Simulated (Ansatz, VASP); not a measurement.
## Two plane-wave programs on V

The input INCAR:

```
PREC = Accurate ; ENCUT = 520
EDIFF = 1E-6 ; ISMEAR = -1
SIGMA = 0.1 ; LREAL = False
LASPH = True ; NELM = 80
ALGO = Normal ; ISIF = 2
LWAVE = False ; LCHARG = True
GGA = B5 ; ALDAX = 1.0
AGGAX = 1.0 ; AGGAC = 1.0
ALDAC = 0.0 ; LELF = True
LVHAR = True ; NBANDS = 12
```

Contents of KPOINTS:

```
Automatic mesh
0
Gamma
  16 16 16
```

The input POSCAR:

```
V
1.0
    0.0000000000      1.9529767420      1.9529767420
    1.9529767420      0.0000000000      1.9529767420
    1.9529767420      1.9529767420      0.0000000000
V
1
Direct
    0.0000000000      0.0000000000      0.0000000000
```

Input for Ansatz:

```yaml
crystal:
  lattice:
    - [0.0, 1.952976742, 1.952976742]
    - [1.952976742, 0.0, 1.952976742]
    - [1.952976742, 1.952976742, 0.0]
  atoms:
    - { symbol: V, position: [0.0, 0.0, 0.0] }
hamiltonian:
  xc: blyp
  pseudopotentials:
    kind: paw
    azcp:
      V: "pseudopotentials/V.paw.azcp"
basis:
  ecutwfc: 420
  fft_grid_basis: typed
kpoints:
  mp_grid: { grid: [16, 16, 16], shift: [0, 0, 0] }
magnetization:
  spin_polarized: false
scf:
  occupations: { method: fermi_dirac, width: 0.1 }
  lower_state_search: "off"
output:
  stress: true
  write_density: true
  write_potential: true
  elf: true
  volumetric_format: npy
```

Alike in both runs: task single point; functional BLYP; k mesh 16 × 16 × 16; occupations fermi-dirac, width 0.1 eV; no spin polarisation.

|  | VASP | Ansatz |
| --- | --- | --- |
| version | VASP 6.6.1 | Ansatz 0.2.0 |
| potentials or method | VASP PAW PBE potentials, release 64 (V_sv), cutoff 520 eV | plane waves (420 eV) with PAW, scalar-relativistic |
| valence electrons in the cell | 13 | 13 |

Ansatz gave:

| Property | Result |
| --- | --- |
| pressure (GPa) | -5.9 |

Question: Estimate VASP's values.

Answer: Pressure (GPa): -5.7.

VASP's potentials were made for PBE, not for BLYP. With one functional, cell and mesh, what is left measures potentials, basis and numerics.
